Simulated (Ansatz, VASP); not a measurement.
Hf in VASP and in Ansatz

```
CELL_PARAMETERS angstrom
0.00000 3.20513 3.20513
3.20513 0.00000 3.20513
3.20513 3.20513 0.00000
ATOMIC_POSITIONS crystal
Hf 0.12500 0.12500 0.12500
Hf 0.87500 0.87500 0.87500
```

Alike in both runs: task single point; functional BLYP; k mesh 9 × 9 × 9; occupations fermi-dirac, width 0.1 eV; no spin polarisation.

|  | VASP | Ansatz |
| --- | --- | --- |
| version | VASP 6.6.1 | Ansatz 0.2.0 |
| potentials or method | VASP PAW PBE potentials, release 64 (Hf_pv), cutoff 520 eV | plane waves (420 eV) with PAW, scalar-relativistic |
| valence electrons in the cell | 20 | 52 |

Ansatz gave:

```
pressure (GPa) : 4.0
```

**Question.** Which values does VASP return?

**Answer.** Pressure (GPa): 3.8.

VASP's potentials were made for PBE, not for BLYP. VASP's potentials hold 20 valence electrons a cell and Ansatz's 52, so a difference there can come from the potentials and not from the codes.

Neither program's run includes spin-orbit coupling.
